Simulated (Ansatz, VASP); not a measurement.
O: VASP beside Ansatz

File POSCAR:

```
O
1.0
    1.6749479050      0.9670316238      3.7319995200
   -1.6749479050      0.9670316238      3.7319995200
    0.0000000000     -1.9340632477      3.7319995200
O
2
Direct
    0.0546147200      0.0546147200      0.0546147200
    0.9453852800      0.9453852800      0.9453852800
```

File INCAR.step1:

```
ALGO = Normal
EDIFF = 1E-5
ENCUT = 520
GGA = PE
GGA_COMPAT = False
ISIF = 2
ISMEAR = -1
LASPH = True
LCHARG = False
LREAL = False
LWAVE = True
NBANDS = 13
NELM = 120
PREC = Accurate
SIGMA = 0.05
```

The input INCAR.step2:

```
AEXX = 0.25
ALGO = Normal
EDIFF = 1E-6
ENCUT = 520
GGA = PE
GGA_COMPAT = False
ISIF = 2
ISMEAR = -1
ISTART = 1
LASPH = True
LCHARG = False
LHFCALC = True
LREAL = False
LWAVE = False
NBANDS = 13
NELM = 120
PREC = Accurate
PRECFOCK = Normal
SIGMA = 0.05
```

The input KPOINTS:

```
k-points
0
Gamma
  5 5 5
```

File input.yaml:

```yaml
crystal:
  lattice: { a: 3.34989581, b: 3.34989581, c: 11.19599856, alpha: 90.0, beta: 90.0, gamma: 120.0 }
  space_group: 166
  reduce_to_primitive: true
  atoms:
    - { symbol: O, wyckoff: "6c", position: [0.0, 0.0, 0.05461472] }
hamiltonian:
  xc: pbe0
  pseudopotentials: { kind: paw, accuracy: standard }
kpoints:
  mp_grid: { grid: [5, 5, 5] }
scf:
  occupations: { method: fermi_dirac, width: 0.05 }
output:
  forces: true
  stress: true
  eigenvalues: true
  bader: true
  populations: intrinsic
```

Alike in both runs: functional PBE0; k mesh 5 × 5 × 5; occupations fermi-dirac, width 0.05 eV; no spin polarisation.

|  | VASP | Ansatz |
| --- | --- | --- |
| version | VASP 6.6.1 | Ansatz 0.2.0 |
| potentials or method | VASP PAW PBE potentials, release 64 (O) | SSSP efficiency PAW |
| plane-wave cutoff (eV) | 520 | 680 |
| valence electrons in the cell | 12 | 12 |
| task | single point | atomic charges |

Ansatz gave:

* gap on the k mesh at the Fermi level (eV): none
* pressure (GPa): -7.2
* traceless stress, the component that is largest in VASP (GPa): -5.33
* rms of the force components (eV/Å): 1.156

Problem. What did VASP give for the same quantities?

Solution. gap on the k mesh at the Fermi level (eV): none; pressure (GPa): -5.8; traceless stress, the component that is largest in VASP (GPa): -1.90; rms of the force components (eV/Å): 0.592.

Atom by atom the forces differ by 0.564 eV/Å (rms over components). A gap of «none» marks a metal or a gap that the smearing closes.

The k mesh is coarse, so the values compare programs but aren't converged. Noted on VASP's run: the standard files for N, O and F lose accuracy on very short bonds; spin is off for a triplet molecule. Noted on Ansatz's run: spin is off for a triplet molecule.
